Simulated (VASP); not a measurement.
# MgO (P-6m2) in VASP: a series of runs, part 3 of 3

VASP 6.6.1. The steps go on from the part before.

## Step 4: Single point, LDA (strain -0.015 along x and y, +0.000 along z)

The input, INCAR:

```
SYSTEM = MgO
PREC     = Accurate       ! precision mode
ENCUT    = 750            ! plane-wave cutoff, eV
EDIFF    = 1E-6           ! SCF threshold, eV
ISMEAR   = 0              ! smearing method
SIGMA    = 0.05           ! smearing width, eV
LREAL    = .FALSE.        ! projectors in reciprocal space
LASPH    = .TRUE.         ! aspherical terms in the spheres
NELM     = 120            ! most SCF steps
ALGO     = Normal         ! electronic algorithm
ISIF     = 2              ! what is computed and relaxed
LWAVE    = .FALSE.        ! write WAVECAR
LCHARG   = .TRUE.         ! write CHGCAR
LELF     = .TRUE.         ! ELF
LVHAR    = .TRUE.       
NBANDS   = 15             ! bands
GGA_COMPAT= .FALSE.
```

The input, KPOINTS:

```
Automatic mesh
0
G
  9 9 8
  0 0 0
```

The input, POSCAR:

```
MgO
1.0
    2.8939505899      0.0000000000      0.0000000000
   -1.4469752949      2.5062347281      0.0000000000
    0.0000000000      0.0000000000      2.6796800000
Mg O
1 1
Direct
    0.0000000000      0.0000000000      0.0000000000
    0.3333333333      0.6666666667      0.5000000000
```

Potentials or basis: VASP PAW LDA potentials, release 64 (Mg_sv, O).

Command:

```console
$ cat potpaw_LDA.64/Mg_sv/POTCAR potpaw_LDA.64/O/POTCAR > POTCAR
$ mpirun -np 1 vasp_std > vasp.out
```

OUTCAR:

```text
SYSTEM = MgO
   PREC = Accurate
   ENCUT = 750
   EDIFF = 1E-6
   ISMEAR = 0
   LREAL = .FALSE.
   LASPH = .TRUE.
   NELM = 120
   ISIF = 2

 ion  position               nearest neighbor table
   1  0.000  0.000  0.000-
   2  0.333  0.667  0.500-

  LATTYP: Found a hexagonal cell.
 ALAT       =     2.8939505899
 C/A-ratio  =     0.9259591402

  Lattice vectors:

 A1 = (   2.8939505899,   0.0000000000,   0.0000000000)
 A2 = (  -1.4469752949,   2.5062347281,   0.0000000000)
 A3 = (   0.0000000000,   0.0000000000,   2.6796800000)

Analysis of symmetry for initial positions (statically):
=====================================================================
 Subroutine PRICEL returns:
 Original cell was already a primitive cell.

 Routine SETGRP: Setting up the symmetry group for a
 hexagonal supercell.

 Subroutine GETGRP returns: Found 12 space group operations
 (whereof 12 operations were pure point group operations)
 out of a pool of 24 trial point group operations.

The static configuration has the point symmetry D_3h.

Analysis of symmetry for dynamics (positions and initial velocities):
=====================================================================
 Subroutine PRICEL returns:
 Original cell was already a primitive cell.

 Routine SETGRP: Setting up the symmetry group for a
 hexagonal supercell.

 Subroutine GETGRP returns: Found 12 space group operations
 (whereof 12 operations were pure point group operations)
 out of a pool of 24 trial point group operations.

The dynamic configuration has the point symmetry D_3h.

 Subroutine INISYM returns: Found 12 space group operations
 (whereof 12 operations are pure point group operations),
 and found     1 'primitive' translations

----------------------------------------------------------------------------------------

                                     Primitive cell

  volume of cell :      19.4355

  direct lattice vectors                    reciprocal lattice vectors
     2.893950590  0.000000000  0.000000000     0.345548401  0.199502463  0.000000000
    -1.446975295  2.506234728  0.000000000     0.000000000  0.399004925  0.000000000
     0.000000000  0.000000000  2.679680000     0.000000000  0.000000000  0.373178887

  length of vectors
     2.893950590  2.893950590  2.679680000     0.399004925  0.399004925  0.373178887

  position of ions in fractional coordinates (direct lattice)
     0.000000000  0.000000000  0.000000000
     0.333333333  0.666666667  0.500000000

  ion indices of the primitive-cell ions
   primitive index   ion index
                 1           1
                 2           2

----------------------------------------------------------------------------------------

 KPOINTS: Automatic mesh

Automatic generation of k-mesh.
 Grid dimensions read from file:
 generate k-points for:    9    9    8

 Generating k-lattice:

  Cartesian coordinates                     Fractional coordinates (reciprocal lattice)
     0.038394267  0.022166940  0.000000000     0.111111111 -0.000000000  0.000000000
     0.000000000  0.044333881  0.000000000     0.000000000  0.111111111  0.000000000
     0.000000000  0.000000000  0.046647361     0.000000000  0.000000000  0.125000000
[... 39 lines left out ...]
   k-points           NKPTS =     60   k-points in BZ     NKDIM =     60   number of bands    NBANDS=     15
   number of dos      NEDOS =    301   number of ions     NIONS =      2
   total plane-waves  NPLWV =  18816
   dimension x,y,z NGX =    28 NGY =   28 NGZ =   24
   dimension x,y,z NGXF=    56 NGYF=   56 NGZF=   48
   ions per type =               1   1
   NGX,Y,Z   is equivalent  to a cutoff of  16.08, 16.08, 14.89 a.u.
   NGXF,Y,Z  is equivalent  to a cutoff of  32.17, 32.17, 29.78 a.u.
 SYSTEM =  MgO
   PREC   = accura    normal or accurate (medium, high low for compatibility)
   ISTART =      0    job   : 0-new  1-cont  2-samecut
   ICHARG =      2    charge: 1-file 2-atom 10-const
   ISPIN  =      1    spin polarized calculation?
   LNONCOLLINEAR =      F non collinear calculations
   LSORBIT =      F    spin-orbit coupling
   LASPH  =      T    aspherical Exc in radial PAW
   ENCUT  =  750.0 eV  55.12 Ry    7.42 a.u.   6.46  6.46  5.98*2*pi/ulx,y,z
   NELM   =    120;   NELMIN=  2; NELMDL= -5     # of ELM steps
   EDIFF  = 0.1E-05   stopping-criterion for ELM
   LREAL  =      F    real-space projection
   EDIFFG = 0.1E-04   stopping-criterion for IOM
   NSW    =      0    number of steps for IOM
   IBRION =     -1    ionic relax: 0-MD 1-quasi-New 2-CG
   NFREE  =      0    steps in history (QN), initial steepest desc. (CG)
   ISIF   =      2    stress and relaxation
   ISYM   =      2    0-nonsym 1-usesym 2-fastsym
   POTIM  = 0.5000    time-step for ionic-motion
   TEBEG  =    0.0;   TEEND  =   0.0 temperature during run
   PSTRESS=    0.0 pullay stress
   NELECT =      16.0000    total number of electrons
   NUPDOWN=      -1.0000    fix difference up-down
   EMIN   =  10.00;   EMAX   =-10.00  energy-range for DOS
   EFERMI =   0.00;   METHOD = LEGACY
   ISMEAR =     0;   SIGMA  =   0.05  broadening in eV -4-tet -1-fermi 0-gaus
   EFERMI_NEDOS =   21; number of points for ismear=-14 and -15
   IALGO  =     38    algorithm
   IMIX   =      4    mixing-type and parameters
     AMIX     =   0.40;   BMIX     =  1.00
     AMIX_MAG =   1.60;   BMIX_MAG =  1.00
  volume/ion in A,a.u.               =       9.72        65.58
  Fermi-wavevector in a.u.,A,eV,Ry     =   1.534321  2.899446 32.030032  2.354141
  Thomas-Fermi vector in A             =   2.641265
   LORBIT       =      0    0 simple, 1 ext, 2 COOP (PROOUT), +10 PAW based schemes
   GGA     = CA    functional components
   LHFCALC =     F    Hartree Fock is set to
   AEXX    =    0.0000 exact exchange contribution
   IVDW    =     0    specifies the selected vdW correction
   LEPSILON=     F    determine dielectric tensor
   LRPA    =     F    only Hartree local field effects (RPA)
 non-spin polarized calculation
 Gauss-broadening in eV      SIGMA  =   0.05
  energy-cutoff  :      750.00
  volume of cell :       19.44
 maximum number of plane-waves:       936
 NGX is ok and might be reduce to    28
   NGX = 13   NGY = 13   NGZ = 11

 number of electron      16.0000008 magnetization

 Free energy of the ion-electron system (eV)
  ---------------------------------------------------
  ext. energy  EPLUGINS =         0.00000000
  ---------------------------------------------------
  free energy    TOTEN  =       -12.52013971 eV

  energy without entropy =      -12.52013971  energy(sigma->0) =      -12.52013971

 E-fermi :   3.3719     XC(G=0): -11.7055

 val. band max:        2.8898032844   @ k =   0.0000   0.0000   0.5000
 cond. band min:       6.0919611949   @ k =   0.0000   0.0000   0.0000
 fundamental gap:      3.2021579105
 Fermi energy:         3.3719244094

 k-point     1 :       0.0000    0.0000    0.0000
  band No.  band energies     occupation
      1     -69.3704      2.00000
      2     -36.8468      2.00000
      3     -36.8468      2.00000
      4     -36.7835      2.00000
      5     -14.3650      2.00000
      6       2.3860      2.00000
      7       2.3918      2.00000
      8       2.3918      2.00000
      9       6.0920      0.00000
     10      14.5896      0.00000
     11      18.7047      0.00000
     12      18.7047      0.00000
     13      23.0619      0.00000
     14      23.6862      0.00000
[... 401 lines left out ...]
      2     -36.9084      2.00000
      3     -36.9006      2.00000
      4     -36.7888      2.00000
      5     -12.9169      2.00000
      6      -0.7144      2.00000
      7      -0.6982      2.00000
      8       2.1979      2.00000
      9      11.1667      0.00000
     10      14.5437      0.00000
     11      15.2362      0.00000
     12      20.0799      0.00000
     13      20.4552      0.00000
     14      24.6030      0.00000
     15      26.8748      0.00000

 [... further k-points ...]

------------------------ aborting loop because EDIFF is reached ----------------------------------------

  FORCE on cell =-STRESS in cart. coord.  units (eV):
  Direction    XX          YY          ZZ          XY          YZ          ZX
  --------------------------------------------------------------------------------------
  -------------------------------------------------------------------------------------
  Total       -0.3869857     -0.3869857     -1.3992980     -0.0000000     -0.0000000      0.0000000
  in kB      -31.9013984    -31.9013984   -115.3519703     -0.0000000     -0.0000000      0.0000000
  external PRESSURE =     -59.7182557 kB  Pullay stress =       0.0000000 kB

 VOLUME and BASIS-vectors are now :
 -----------------------------------------------------------------------------
  energy-cutoff  :      750.00
  volume of cell :       19.44
      direct lattice vectors                 reciprocal lattice vectors
     2.893950590  0.000000000  0.000000000     0.345548401  0.199502463  0.000000000
    -1.446975295  2.506234728  0.000000000     0.000000000  0.399004925  0.000000000
     0.000000000  0.000000000  2.679680000     0.000000000  0.000000000  0.373178887

 POSITION                                       TOTAL-FORCE (eV/Angst)
 -----------------------------------------------------------------------------------
      0.00000      0.00000      0.00000        -0.000000      0.000000      0.000000
     -0.00000      1.67082      1.33984         0.000000     -0.000000      0.000000
 -----------------------------------------------------------------------------------
    total drift:                                0.000000     -0.000000     -0.000000

  FREE ENERGIE OF THE ION-ELECTRON SYSTEM (eV)
  ---------------------------------------------------
  free  energy   TOTEN  =       -12.5201397144 eV

  energy  without entropy=      -12.5201397144  energy(sigma->0) =      -12.52013971
```

Wall time 11 s (1 thread of Intel Xeon 6975P-C (Granite Rapids), shared host); peak memory 0.14 GiB.

Results:

```yaml
Free_energy: -12.5201 eV
Pressure: -6.0 GPa
Band_gap_on_the_k_mesh: 3.20 eV (least direct gap 3.70 eV)
```

Caveat: the cell differs from its parent crystal (strain -0.015 along x and y, +0.000 along z); the cell stands under tension; an odd mesh through Γ misses points on the zone boundary, where band edges can lie.

## Step 5: Single point, LDA (strain -0.030 along x and y, -0.015 along z)

The input, INCAR:

```
PREC = Accurate
ENCUT = 750
EDIFF = 1E-6
ISMEAR = 0
SIGMA = 0.05
LREAL = F
LASPH = T
NELM = 120
ALGO = Normal
ISIF = 2
LWAVE = F
LCHARG = F
NBANDS = 15
GGA_COMPAT = F
```

The input, KPOINTS:

```
Automatic mesh
0
Gamma
  9 9 8
```

The input, POSCAR:

```
MgO
1.0
    2.8498802763      0.0000000000      0.0000000000
   -1.4249401382      2.4680687170      0.0000000000
    0.0000000000      0.0000000000      2.6394848000
Mg O
1 1
Direct
    0.0000000000      0.0000000000      0.0000000000
    0.3333333333      0.6666666667      0.5000000000
```

Command:

```console
$ cat potpaw_LDA.64/Mg_sv/POTCAR potpaw_LDA.64/O/POTCAR > POTCAR
$ mpirun -np 1 vasp_std > vasp.out
```

Run time: 20 s. Hardware: 1 thread of Intel Xeon Platinum 8259CL at 2.50GHz (Skylake/Cascade Lake), shared host; peak memory 0.15 GiB.

Results (log left out):

* Free energy: -12.5286 eV
* Pressure: 1.0 GPa
* Band gap on the k mesh: 3.57 eV (least direct gap 4.08 eV)

Stress tensor (GPa, compression positive):
```
 3.40  0.00  0.00
 0.00  3.40  0.00
 0.00  0.00 -3.85
```

Levels at points of the mesh, in eV from the valence-band top:
```
           k point  band 5  band 6  band 7  band 8  band 9  band 10  band 11  band 12
(0.00, 0.00, 0.00)  -17.51   -0.52   -0.52   -0.52    3.57    11.84    16.21    16.21
(0.00, 0.00, 0.50)  -16.23   -5.78    0.00    0.00    8.99     9.45    17.95    17.95
```

Caveat: the cell differs from its parent crystal (strain -0.030 along x and y, -0.015 along z); an odd mesh through Γ misses points on the zone boundary, where band edges can lie.

## Step 6: Single point, LDA (strain +0.000 along x and y, +0.015 along z)

The input, INCAR:

```
PREC = Accurate ; ENCUT = 750
EDIFF = 1E-6 ; ISMEAR = 0
SIGMA = 0.05 ; LREAL = F
LASPH = T ; NELM = 120
ALGO = Normal ; ISIF = 2
LWAVE = F ; LCHARG = F
GGA = CA ; NBANDS = 15
GGA_COMPAT = F
```

The input, KPOINTS:

```
regular mesh
0
Gamma
  9 9 8
```

The input, POSCAR:

```
MgO
1.0
    2.9380209034      0.0000000000      0.0000000000
   -1.4690104517      2.5444007392      0.0000000000
    0.0000000000      0.0000000000      2.7198752000
Mg O
1 1
Direct
    0.0000000000      0.0000000000      0.0000000000
    0.3333333333      0.6666666667      0.5000000000
```

Potentials or basis: VASP PAW LDA potentials, release 64 (Mg_sv, O).

Command:

```console
$ cat potpaw_LDA.64/Mg_sv/POTCAR potpaw_LDA.64/O/POTCAR > POTCAR
$ mpirun -np 1 vasp_std > vasp.out
```

Wall time 20 s (1 thread of AMD EPYC 7R13 (Zen 3), shared host); peak memory 0.12 GiB.

The run converged. Its results:

| Quantity | Value |
| --- | --- |
| Free energy | -12.4761 eV |
| Pressure | -11.6 GPa |
| Band gap on the k mesh | 2.86 eV (least direct gap 3.34 eV) |

Stress tensor (GPa, compression positive):
```
 -8.54   0.00   0.00
  0.00  -8.54   0.00
  0.00   0.00 -17.70
```

Levels at points of the mesh, in eV from the valence-band top:
```tsv
k point	band 6	band 7	band 8	band 9	band 10	band 11
(0.00, 0.00, 0.00)	-0.49	-0.47	-0.47	2.86	11.55	15.43
(0.00, 0.00, 0.50)	-5.35	0.00	0.00	8.16	8.70	17.28
```

Caveat: the cell differs from its parent crystal (strain +0.000 along x and y, +0.015 along z); the cell stands under tension; an odd mesh through Γ misses points on the zone boundary, where band edges can lie.

## Step 7: Single point, LDA (strain +0.000 along x and y, +0.030 along z)

The input, INCAR:

```
SYSTEM = MgO
ALGO = Normal
EDIFF = 1E-6
ENCUT = 750
GGA = CA
GGA_COMPAT = .FALSE.
ISIF = 2
ISMEAR = 0
LASPH = .TRUE.
LCHARG = .FALSE.
LREAL = .FALSE.
LWAVE = .FALSE.
NBANDS = 15
NELM = 120
PREC = Accurate
SIGMA = 0.05
```

The input, KPOINTS:

```
k-points
0
G
  9 9 8
  0 0 0
```

Edit POSCAR of step 6 so:

```diff
@@ -4,3 +4,3 @@
    -1.4690104517      2.5444007392      0.0000000000
-    0.0000000000      0.0000000000      2.7198752000
+    0.0000000000      0.0000000000      2.7600704000
 Mg O
```

Command:

```console
$ cat potpaw_LDA.64/Mg_sv/POTCAR potpaw_LDA.64/O/POTCAR > POTCAR
$ mpirun -np 1 vasp_std > vasp.out
```

It took 22 s on 1 thread of AMD EPYC 7R13 (Zen 3), shared host; peak memory 0.13 GiB.

The run converged. Its results:

```yaml
Free_energy: -12.4383 eV
Pressure: -13.4 GPa
Band_gap_on_the_k_mesh: 2.66 eV (least direct gap 3.10 eV)
```

Stress tensor (GPa, compression positive):
```
 -7.88   0.00   0.00
  0.00  -7.88   0.00
  0.00   0.00 -24.55
```

Levels at points of the mesh, in eV from the valence-band top:
| k point | band 4 | band 5 | band 6 | band 7 | band 8 | band 9 | band 10 | band 11 | band 12 | band 13 |
| --- | --- | --- | --- | --- | --- | --- | --- | --- | --- | --- |
| (0.00, 0.00, 0.00) | -39.92 | -16.99 | -0.66 | -0.44 | -0.44 | 2.66 | 11.40 | 15.46 | 15.46 | 19.54 |
| (0.00, 0.00, 0.50) | -39.97 | -15.98 | -5.38 | 0.00 | 0.00 | 8.07 | 8.43 | 17.17 | 17.17 | 18.37 |

Caveat: the cell differs from its parent crystal (strain +0.000 along x and y, +0.030 along z); the cell stands under tension; an odd mesh through Γ misses points on the zone boundary, where band edges can lie.

## Step 8: The runs side by side

```tsv
cell	gap on the mesh (eV)	pressure (GPa)
a = 2.938, b = 2.938, c = 2.639 Å, angles 90.0, 90.0, 120.0°, 2 atoms	2.98	-7.3
a = 2.938, b = 2.938, c = 2.599 Å, angles 90.0, 90.0, 120.0°, 2 atoms	2.99	-4.7
a = 2.894, b = 2.894, c = 2.680 Å, angles 90.0, 90.0, 120.0°, 2 atoms	3.20	-6.0
a = 2.850, b = 2.850, c = 2.639 Å, angles 90.0, 90.0, 120.0°, 2 atoms	3.57	1.0
a = 2.938, b = 2.938, c = 2.720 Å, angles 90.0, 90.0, 120.0°, 2 atoms	2.86	-11.6
a = 2.938, b = 2.938, c = 2.760 Å, angles 90.0, 90.0, 120.0°, 2 atoms	2.66	-13.4
```

Alike in all rows: task single point; level LDA; potentials or basis VASP PAW LDA potentials, release 64 (Mg_sv, O); no spin polarisation; k mesh 9 × 9 × 8; cutoff (eV) 750; smearing gaussian 0.05 eV.

Caveats: an odd mesh through Γ misses points on the zone boundary, where band edges can lie; the cell stands under tension (at least some runs).

Total energies depend on the potentials used, so only differences within one code and one set of settings carry meaning.
